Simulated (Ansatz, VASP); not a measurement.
**Al in VASP and in Ansatz**

INCAR

```
  ALGO = Fast
  EDIFF = 1E-6
  ENCUT = 520
  GGA = PE
  ISIF = 2
  ISMEAR = 0
  LASPH = T
  LCHARG = F
  LREAL = F
  LWAVE = F
  NBANDS = 8
  NELM = 60
  PREC = Accurate
  SIGMA = 0.15
```

KPOINTS

```
k-points
0
Gamma
  20 20 20
```

The input POSCAR:

```
Al
1.0
    0.0568738380      2.0239800000      2.0239800000
    2.0808538380      0.0000000000      2.0808538380
    2.0239800000      2.0239800000      0.0568738380
Al
1
Direct
    0.0000000000      0.0000000000      0.0000000000
```

Input for Ansatz:

```yaml
crystal:
  lattice:
    - [0.056873838, 2.02398, 2.02398]
    - [2.080853838, 0.0, 2.080853838]
    - [2.02398, 2.02398, 0.056873838]
  atoms:
    - { symbol: Al, position: [0.0, 0.0, 0.0] }
basis:
  ecutwfc: 420
kpoints:
  mp_grid: { grid: [20, 20, 20] }
hamiltonian:
  xc: pbe
scf:
  occupations: { method: gaussian, width: 0.15 }
output:
  forces: true
  stress: true
  eigenvalues: true
```

Change from the starting cell: strain +0.0562 x Voigt [0, 0, 0, 0, 1, 0], atoms carried along.

Alike in both runs: task single point; functional PBE; k mesh 20 × 20 × 20; occupations gaussian, width 0.15 eV; no spin polarisation.

|  | VASP | Ansatz |
| --- | --- | --- |
| version | VASP 6.6.1 | Ansatz 0.2.0 |
| potentials or method | VASP PAW PBE potentials, release 64 (Al), cutoff 520 eV | scalar-relativistic, plane waves, PAW |
| valence electrons in the cell | 3 | 3 |

```csv
,VASP,Ansatz,Ansatz less VASP
gap on the k mesh at the Fermi level (eV),none,none,-
pressure (GPa),-0.2,-0.1,+0.04
"traceless stress, the component that is largest in VASP (GPa)",-1.76,-1.77,-0.006
```

A gap of «none» marks a metal or a gap that the smearing closes.
